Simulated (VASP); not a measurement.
# WS2 in VASP: a series of runs

The runs below take WS2 through single point, with PBEsol.

Program: VASP 6.6.1. These are calculated values, not measurements. Logs are shortened: lines on timing, memory, paths and dates and some standing lists are left out, and cuts for length are marked.

**1. The cell of the first run**

The cell holds a slab with vacuum, 3 atoms: a = 3.099 Å, b = 3.099 Å, c = 17.107 Å, α = 90.00°, β = 90.00°, γ = 120.00°.

**2. Single point, PBEsol (biaxial strain in the a-b plane: -1.5 %, then relaxed in part)**

INCAR

```
SYSTEM = WS2
  PREC = Accurate
  ENCUT = 520
  EDIFF = 1E-6
  ISMEAR = 0
  SIGMA = 0.02
  LREAL = .False.
  LASPH = .True.
  NELM = 80
  ALGO = Normal
  ISIF = 2
  LWAVE = .False.
  LCHARG = .False.
  GGA = PS
  NBANDS = 20
```

KPOINTS

```
regular mesh
0
Gamma
  12 12 2
  0 0 0
```

POSCAR

```
WS2
1.0
    3.0985895770      0.0000000000      0.0000000000
   -1.5492947885      2.6834572896      0.0000000000
    0.0000000000      0.0000000000     17.1067370473
W S
1 2
Direct
    0.3333333333      0.6666666667      0.0000000000
    0.6666666667      0.3333333333      0.9073815096
    0.6666666667      0.3333333333      0.0926184904
```

Potentials or basis: VASP PAW PBE potentials, release 64 (W_sv, S).

Started as:

```console
$ cat potpaw_PBE.64/W_sv/POTCAR potpaw_PBE.64/S/POTCAR > POTCAR
$ mpirun -np 1 vasp_std > vasp.out
```

OUTCAR:

```text
SYSTEM = WS2
   PREC = Accurate
   ENCUT = 520
   EDIFF = 1E-6
   ISMEAR = 0
   LREAL = .False.
   LASPH = .True.
   NELM = 80
   ISIF = 2
   GGA = PS

 ion  position               nearest neighbor table
   1  0.333  0.667  0.000-   2 2.39   3 2.39   2 2.39   3 2.39   2 2.39   3 2.39
   2  0.667  0.333  0.907-   1 2.39   1 2.39   1 2.39
   3  0.667  0.333  0.093-   1 2.39   1 2.39   1 2.39

  LATTYP: Found a hexagonal cell.
 ALAT       =     3.0985895770
 C/A-ratio  =     5.5208141066

  Lattice vectors:

 A1 = (   3.0985895770,   0.0000000000,   0.0000000000)
 A2 = (  -1.5492947885,   2.6834572896,   0.0000000000)
 A3 = (   0.0000000000,   0.0000000000,  17.1067370473)

Analysis of symmetry for initial positions (statically):
=====================================================================
 Subroutine PRICEL returns:
 Original cell was already a primitive cell.

 Routine SETGRP: Setting up the symmetry group for a
 hexagonal supercell.

 Subroutine GETGRP returns: Found 12 space group operations
 (whereof 12 operations were pure point group operations)
 out of a pool of 24 trial point group operations.

The static configuration has the point symmetry D_3h.

Analysis of symmetry for dynamics (positions and initial velocities):
=====================================================================
 Subroutine PRICEL returns:
 Original cell was already a primitive cell.

 Routine SETGRP: Setting up the symmetry group for a
 hexagonal supercell.

 Subroutine GETGRP returns: Found 12 space group operations
 (whereof 12 operations were pure point group operations)
 out of a pool of 24 trial point group operations.

The dynamic configuration has the point symmetry D_3h.

 Subroutine INISYM returns: Found 12 space group operations
 (whereof 12 operations are pure point group operations),
 and found     1 'primitive' translations

----------------------------------------------------------------------------------------

                                     Primitive cell

  volume of cell :     142.2414

  direct lattice vectors                    reciprocal lattice vectors
     3.098589577  0.000000000  0.000000000     0.322727478  0.186326796  0.000000000
    -1.549294788  2.683457290  0.000000000     0.000000000  0.372653593  0.000000000
     0.000000000  0.000000000 17.106737047     0.000000000  0.000000000  0.058456502

  length of vectors
     3.098589577  3.098589577 17.106737047     0.372653593  0.372653593  0.058456502

  position of ions in fractional coordinates (direct lattice)
     0.333333333  0.666666667  0.000000000
[... 81 lines left out ...]
   LREAL  =      F    real-space projection
   EDIFFG = 0.1E-04   stopping-criterion for IOM
   NSW    =      0    number of steps for IOM
   IBRION =     -1    ionic relax: 0-MD 1-quasi-New 2-CG
   NFREE  =      0    steps in history (QN), initial steepest desc. (CG)
   ISIF   =      2    stress and relaxation
   ISYM   =      2    0-nonsym 1-usesym 2-fastsym
   POTIM  = 0.5000    time-step for ionic-motion
   TEBEG  =    0.0;   TEEND  =   0.0 temperature during run
   PSTRESS=    0.0 pullay stress
   NELECT =      26.0000    total number of electrons
   NUPDOWN=      -1.0000    fix difference up-down
   EMIN   =  10.00;   EMAX   =-10.00  energy-range for DOS
   EFERMI =   0.00;   METHOD = LEGACY
   ISMEAR =     0;   SIGMA  =   0.02  broadening in eV -4-tet -1-fermi 0-gaus
   EFERMI_NEDOS =   21; number of points for ismear=-14 and -15
   IALGO  =     38    algorithm
   IMIX   =      4    mixing-type and parameters
     AMIX     =   0.40;   BMIX     =  1.00
     AMIX_MAG =   1.60;   BMIX_MAG =  1.00
  volume/ion in A,a.u.               =      47.41       319.96
  Fermi-wavevector in a.u.,A,eV,Ry     =   0.929089  1.755724 11.744635  0.863206
  Thomas-Fermi vector in A             =   2.055335
   LORBIT       =      0    0 simple, 1 ext, 2 COOP (PROOUT), +10 PAW based schemes
   GGA     = PS    functional components
   LHFCALC =     F    Hartree Fock is set to
   AEXX    =    0.0000 exact exchange contribution
   IVDW    =     0    specifies the selected vdW correction
   LEPSILON=     F    determine dielectric tensor
   LRPA    =     F    only Hartree local field effects (RPA)
 non-spin polarized calculation
 Gauss-broadening in eV      SIGMA  =   0.02
  energy-cutoff  :      520.00
  volume of cell :      142.24
 maximum number of plane-waves:      3858
 NGX is ok and might be reduce to    24
   NGX = 11   NGY = 11   NGZ = 63

 number of electron      25.9999997 magnetization

 Free energy of the ion-electron system (eV)
  ---------------------------------------------------
  ext. energy  EPLUGINS =         0.00000000
  ---------------------------------------------------
  free energy    TOTEN  =       -25.22476341 eV

  energy without entropy =      -25.22476341  energy(sigma->0) =      -25.22476341

 E-fermi :  -0.8161     XC(G=0):  -4.6348

 val. band max:       -1.0086453922   @ k =   0.3333   0.3333   0.0000
 cond. band min:       0.9208108264   @ k =   0.1667   0.1667   0.0000
 fundamental gap:      1.9294562186
 Fermi energy:        -0.8160664003

 k-point     1 :       0.0000    0.0000    0.0000
  band No.  band energies     occupation
      1     -74.8630      2.00000
      2     -39.1810      2.00000
      3     -38.9260      2.00000
      4     -38.9260      2.00000
      5     -16.0527      2.00000
      6     -14.3799      2.00000
[... 541 lines left out ...]
     19       6.1835      0.00000
     20       6.5383      0.00000

 [... further k-points ...]

------------------------ aborting loop because EDIFF is reached ----------------------------------------

  FORCE on cell =-STRESS in cart. coord.  units (eV):
  Direction    XX          YY          ZZ          XY          YZ          ZX
  --------------------------------------------------------------------------------------
  -------------------------------------------------------------------------------------
  Total        1.5823970      1.5823970      0.0454172      0.0000000      0.0000000      0.0000000
  in kB       17.8237926     17.8237926      0.5115696      0.0000000      0.0000000      0.0000000
  external PRESSURE =      12.0530516 kB  Pullay stress =       0.0000000 kB

 VOLUME and BASIS-vectors are now :
 -----------------------------------------------------------------------------
  energy-cutoff  :      520.00
  volume of cell :      142.24
      direct lattice vectors                 reciprocal lattice vectors
     3.098589577  0.000000000  0.000000000     0.322727478  0.186326796  0.000000000
    -1.549294788  2.683457290  0.000000000     0.000000000  0.372653593  0.000000000
     0.000000000  0.000000000 17.106737047     0.000000000  0.000000000  0.058456502

 POSITION                                       TOTAL-FORCE (eV/Angst)
 -----------------------------------------------------------------------------------
     -0.00000      1.78897      0.00000        -0.000000      0.000000      0.000000
      1.54929      0.89449     15.52234         0.000000     -0.000000     -0.023196
      1.54929      0.89449      1.58440         0.000000      0.000000      0.023196
 -----------------------------------------------------------------------------------
    total drift:                               -0.000000      0.000000      0.000000

  FREE ENERGIE OF THE ION-ELECTRON SYSTEM (eV)
  ---------------------------------------------------
  free  energy   TOTEN  =       -25.2247634113 eV

  energy  without entropy=      -25.2247634113  energy(sigma->0) =      -25.22476341
```

OSZICAR:

```text
N       E                     dE             d eps       ncg     rms          rms(c)
DAV:   1     0.174847136389E+03    0.17485E+03   -0.14017E+04  1824   0.109E+03
DAV:   2    -0.131769213260E+02   -0.18802E+03   -0.18313E+03  1996   0.258E+02
DAV:   3    -0.262225697414E+02   -0.13046E+02   -0.12946E+02  1992   0.661E+01
[... 14 lines left out ...]
DAV:  18    -0.252247469006E+02   -0.46365E-04   -0.31227E-06  1484   0.644E-03    0.396E-03
DAV:  19    -0.252247586802E+02   -0.11780E-04   -0.76657E-07  1660   0.289E-03    0.357E-03
DAV:  20    -0.252247619260E+02   -0.32458E-05   -0.16672E-07  1452   0.141E-03    0.112E-03
DAV:  21    -0.252247631027E+02   -0.11768E-05   -0.60384E-08  1276   0.949E-04    0.570E-04
DAV:  22    -0.252247634113E+02   -0.30854E-06   -0.10864E-08  1120   0.428E-04
   1 F= -.25224763E+02 E0= -.25224763E+02  d E =-.843448E-44
```

stdout:

```text
POSCAR found type information on POSCAR W S
 POSCAR found :  2 types and       3 ions
 scaLAPACK will be used
 -----------------------------------------------------------------------------
|                                                                             |
|                                                                             |
|     You enforced a specific xc type in the INCAR file but a different       |
|     I HOPE YOU KNOW WHAT YOU ARE DOING!                                     |
|                                                                             |
 -----------------------------------------------------------------------------

 LDA part: xc-table for (Slater+PW92), standard interpolation
 POSCAR, INCAR and KPOINTS ok, starting setup
 FFT: planning ... GRIDC
 FFT: planning ... GRID_SOFT
 FFT: planning ... GRID
 WAVECAR not read
 entering main loop
```

It took 63 s on 1 thread of Intel Xeon 6975P-C (Granite Rapids), shared host; peak memory 0.3 GiB.

Results:

```yaml
Free_energy: -25.2248 eV
Largest_force: 0.023 eV/Å
Band_gap_on_the_k_mesh: 1.93 eV (least direct gap 2.18 eV)
```

Forces in eV/Å, atoms in the order of the input:
```
W    0.000  0.000  0.000
S    0.000  0.000 -0.023
S    0.000  0.000  0.023
```

Caveat: the cell differs from its parent crystal (biaxial strain in the a-b plane: -1.5 %, then relaxed in part); there is no dipole correction, which matters where the two faces differ; the PAW data sets were made with another functional, which shifts forces and pressure a little; spin-orbit coupling is left out, which moves the levels of the heavy elements.

**3. Single point, PBEsol (biaxial strain in the a-b plane: -1.5 %)**

INCAR

```
PREC = Accurate ; ENCUT = 520
EDIFF = 1E-6 ; ISMEAR = 0
SIGMA = 0.02 ; LREAL = F
LASPH = T ; NELM = 60
ALGO = Normal ; ISIF = 2
LWAVE = F ; LCHARG = F
GGA = PS ; NBANDS = 20
```

KPOINTS

```
regular mesh
0
Gamma
  12 12 2
```

POSCAR

```
WS2
1.0
    3.0985895770      0.0000000000      0.0000000000
   -1.5492947885      2.6834572896      0.0000000000
    0.0000000000      0.0000000000     17.1060018080
W S
1 2
Direct
    0.3333333333      0.6666666667      0.0000000000
    0.6666666667      0.3333333333      0.9075761485
    0.6666666667      0.3333333333      0.0924238515
```

Potentials or basis: VASP PAW PBE potentials, release 64 (W_sv, S).

Started as:

```console
$ cat potpaw_PBE.64/W_sv/POTCAR potpaw_PBE.64/S/POTCAR > POTCAR
$ mpirun -np 1 vasp_std > vasp.out
```

It took 64 s on 1 thread of Intel Xeon 6975P-C (Granite Rapids), shared host; peak memory 0.3 GiB.

Results (log left out):

```yaml
Free_energy: -25.2244 eV
Largest_force: 0.094 eV/Å
Band_gap_on_the_k_mesh: 1.94 eV (least direct gap 2.17 eV)
```

Forces in eV/Å, atoms in the order of the input:
```
W    0.000  0.000  0.000
S    0.000  0.000 -0.094
S    0.000  0.000  0.094
```

Levels at points of the mesh, in eV from the valence-band top:
| k point | band 9 | band 10 | band 11 | band 12 | band 13 | band 14 | band 15 | band 16 | band 17 | band 18 |
| --- | --- | --- | --- | --- | --- | --- | --- | --- | --- | --- |
| (0.00, 0.00, 0.00) | -2.77 | -2.38 | -1.45 | -1.45 | -0.33 | 3.11 | 3.11 | 3.24 | 3.24 | 5.12 |
| (0.50, 0.00, 0.00) | -4.62 | -3.41 | -2.34 | -1.06 | -1.02 | 3.24 | 3.52 | 4.10 | 4.93 | 5.36 |
| (0.00, 0.00, 0.50) | -2.77 | -2.38 | -1.45 | -1.45 | -0.33 | 3.11 | 3.11 | 3.24 | 3.24 | 5.24 |
| (0.50, 0.00, 0.50) | -4.62 | -3.41 | -2.34 | -1.06 | -1.02 | 3.24 | 3.52 | 4.10 | 4.93 | 5.36 |

Caveat: the cell differs from its parent crystal (biaxial strain in the a-b plane: -1.5 %); there is no dipole correction, which matters where the two faces differ; the PAW data sets were made with another functional, which shifts forces and pressure a little; spin-orbit coupling is left out, which moves the levels of the heavy elements.

**4. Single point, PBEsol**

INCAR

```
  PREC = Accurate
  ENCUT = 520
  EDIFF = 1E-6
  ISMEAR = 0
  SIGMA = 0.02
  LREAL = False
  LASPH = True
  NELM = 100
  ALGO = Normal
  ISIF = 2
  LWAVE = False
  LCHARG = False
  GGA = PS
  NBANDS = 20
```

KPOINTS

```
Automatic mesh
0
Gamma
  12 12 2
```

POSCAR

```
WS2
1.0
    3.0985895770      0.0000000000      0.0000000000
   -1.5492947885      2.6834572896      0.0000000000
    0.0000000000      0.0000000000     17.1067370473
W S
1 2
Direct
    0.3333333333      0.6666666667      0.0000000000
    0.6666666667      0.3333333333      0.9073815096
    0.6666666667      0.3333333333      0.0926184904
```

Started as:

```console
$ cat potpaw_PBE.64/W_sv/POTCAR potpaw_PBE.64/S/POTCAR > POTCAR
$ mpirun -np 1 vasp_std > vasp.out
```

It took 66 s on 1 thread of Intel Xeon 6975P-C (Granite Rapids), shared host; peak memory 0.3 GiB.

It converged, with:

```
Free energy            : -25.2248 eV
Largest force          : 0.023 eV/Å
Band gap on the k mesh : 1.93 eV (least direct gap 2.18 eV)
```

Forces in eV/Å, atoms in the order of the input:
```
W    0.000  0.000  0.000
S    0.000  0.000 -0.023
S    0.000  0.000  0.023
```

Levels at points of the mesh, in eV from the valence-band top:
```
           k point  band 11  band 12  band 13  band 14  band 15  band 16
(0.00, 0.00, 0.00)    -1.43    -1.43    -0.35     3.11     3.11     3.23
(0.50, 0.00, 0.00)    -2.35    -1.06    -1.02     3.24     3.51     4.09
(0.00, 0.00, 0.50)    -1.43    -1.43    -0.35     3.11     3.11     3.23
(0.50, 0.00, 0.50)    -2.35    -1.06    -1.02     3.24     3.51     4.09
```

Caveat: there is no dipole correction, which matters where the two faces differ; the PAW data sets were made with another functional, which shifts forces and pressure a little; spin-orbit coupling is left out, which moves the levels of the heavy elements.
